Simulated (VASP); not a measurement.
Here is a VASP 6.6.1 calculation.

Contents of INCAR:

```
SYSTEM = Al2O3
ALGO = Normal
EDIFF = 1E-7
ENCUT = 520
GGA = PE
ISIF = 2
ISMEAR = -1
ISYM = 0
LASPH = .True.
LCHARG = .False.
LREAL = Auto
LWAVE = .False.
NBANDS = 78
NELM = 60
PREC = Accurate
SIGMA = 0.2241
```

The input KPOINTS:

```
k-points
0
Gamma
  1 1 1
  0 0 0
```

The input POSCAR:

```
Al2O3
1.0
    6.1766180000      0.0403830000      0.1957820000
    0.0403830000      6.5396630000     -0.3645670000
    0.1957820000     -0.3645670000      6.8042970000
Al O
10 15
Direct
    0.3974769959      0.2106957456      0.1494361393
    0.3836791263      0.9476290663      0.4556113319
    0.8669340351      0.9018684789      0.2994273187
    0.0781649899      0.9134554637      0.9014651212
    0.6217779207      0.6579629074      0.7289934050
    0.8597545421      0.3565069308      0.1520149985
    0.1563573575      0.2333870616      0.7372304978
    0.3433594499      0.6200751561      0.1631015430
    0.7525990814      0.1531696817      0.6562478472
    0.0886594444      0.7149661961      0.6050556226
    0.2983852583      0.6704325939      0.4320630238
    0.2750888608      0.6530690730      0.8237596015
    0.5516821704      0.9311025426      0.2151385840
    0.5942871652      0.9214456526      0.6106151668
    0.3350785066      0.0975614134      0.8460289625
    0.3418049222      0.2040274674      0.4844486404
    0.1564345788      0.3618359762      0.0890855266
    0.6314327312      0.4075333379      0.6916611728
    0.5703603685      0.4435097004      0.1135836233
    0.0528488762     -0.0258489885      0.6326094309
    0.8097347657      0.1483287258      0.3028864358
    0.8532380353      0.6496637114      0.4060599208
    0.1414942634      0.8672703848      0.1440531083
    0.8551876938      0.7471584163      0.8855911118
    0.8916672943      0.2085081041      0.8975879165
```

Potentials or basis: VASP PAW PBE potentials, release 64 (Al, O).

The run is started by

```console
$ cat potpaw_PBE.64/Al/POTCAR potpaw_PBE.64/O/POTCAR > POTCAR
$ mpirun -np 1 vasp_gam > vasp.out
```

Q: What does it give for the pressure?

A: -3.9 GPa.

Q: What does it give for the largest force?

A: 6.109 eV/Å.

Q: Predict the band gap on the k mesh.

A: 1.24 eV.

Forces on the atoms (eV/Å):
```
Al  -0.157 -1.400 -0.688
Al   1.451 -1.518 -1.735
Al  -0.814 -4.165 -1.536
Al   1.611  0.497  3.007
Al  -0.314  3.184  0.117
Al   0.015  0.515  0.427
Al   1.837  2.266 -0.522
Al  -1.487  1.228 -1.042
Al  -2.812  1.340  0.781
Al  -2.093 -5.646 -1.033
O    1.288  1.148 -1.283
O    0.265  0.774 -1.553
O   -2.138 -1.298 -0.186
O    2.408 -0.810  0.853
O    0.296 -1.581  4.137
O   -2.258  2.330 -0.914
O    1.052  2.127  2.488
O    1.461 -3.220 -0.783
O    0.204 -1.298  1.007
O   -0.979  1.686 -1.496
O    1.588  4.490  1.583
O    1.642  0.482  0.289
O   -1.199  0.053  2.054
O   -1.091 -0.228 -2.257
O    0.225 -0.954 -1.716
```

Caveat: the k points lie up to 1.02 Å⁻¹ apart.
